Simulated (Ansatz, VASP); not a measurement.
# One calculation of W, two programs

```
W
1.0
     4.69155    0.00000    0.00000
    -2.34578    4.06300    0.00000
     0.00000    0.00000    2.60403
W
3
Direct
  0.00000 0.00000 0.00000
  0.33333 0.66667 0.50000
  0.66667 0.33333 0.50000
```

Alike in both runs: functional PBE; k mesh 12 × 12 × 18; occupations gaussian, width 0.1 eV; no spin polarisation.

Ansatz relaxed the structure, and its values are those at the end. VASP's run is a single point on that final structure, the one shown.

|  | VASP | Ansatz |
| --- | --- | --- |
| version | VASP 6.6.1 | Ansatz 0.2.0 |
| potentials or method | VASP PAW PBE potentials, release 64 (W_sv), cutoff 520 eV | scalar-relativistic, plane waves, PAW |
| valence electrons in the cell | 42 | 42 |

```tsv
	VASP	Ansatz	Ansatz less VASP
gap on the k mesh at the Fermi level (eV)	none	none	-
pressure (GPa)	0.6	0.0	-0.58
```

A gap of «none» marks a metal or a gap that the smearing closes. The functional is the same, so the differences come from potentials, cutoffs and numerics.

Spin-orbit coupling is off throughout.
